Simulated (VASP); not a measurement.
A run of VASP 6.6.1 is set up as follows.

File POSCAR:

```
MoS2
1.0
    3.1542346165      0.0000000000      0.0000000000
   -1.5771173083      2.7316473074      0.0000000000
    0.0000000000      0.0000000000     32.2630186430
S Mo
2 1
Direct
    0.3333333333      0.6666666667      0.4514239391
    0.3333333333      0.6666666667      0.5485760609
    0.6666666667      0.3333333333      0.5000000000
```

File INCAR.step1:

```
SYSTEM = MoS2
ALGO = Normal
DIPOL = 0.5 0.5 0.500
EDIFF = 1E-4
ENCUT = 520
GGA = PE
IDIPOL = 3
ISMEAR = 0
LASPH = .True.
LCHARG = .False.
LDIPOL = .True.
LREAL = .False.
LWAVE = .True.
NBANDS = 20
NELM = 80
PREC = Accurate
SIGMA = 0.02
```

Contents of INCAR.step2:

```
SYSTEM = MoS2
ALGO = Normal
DIPOL = 0.5 0.5 0.500
EDIFF = 1E-6
ENCUT = 520
IDIPOL = 3
ISIF = 2
ISMEAR = 0
ISTART = 1
LASPH = .True.
LCHARG = .False.
LDIPOL = .True.
LMIXTAU = .True.
LREAL = .False.
LWAVE = .False.
METAGGA = R2SCAN
NBANDS = 20
NELM = 80
PREC = Accurate
SIGMA = 0.02
```

File KPOINTS:

```
k-points
0
Gamma
  12 12 1
  0 0 0
```

Potentials or basis: VASP PAW PBE potentials, release 64 (S, Mo_sv).

Run with:

```sh
$ cat potpaw_PBE.64/S/POTCAR potpaw_PBE.64/Mo_sv/POTCAR > POTCAR
$ cp INCAR.step1 INCAR
$ mpirun -np 1 vasp_std > vasp.out
$ cp INCAR.step2 INCAR
$ mpirun -np 1 vasp_std > vasp.out
```

(1) Estimate the largest force.

(2) Estimate the band gap on the k mesh.

Answers

(1) 0.102 eV/Å.

(2) 1.89 eV.

Caveat: the PAW data sets were made with another functional, which shifts forces and pressure a little.
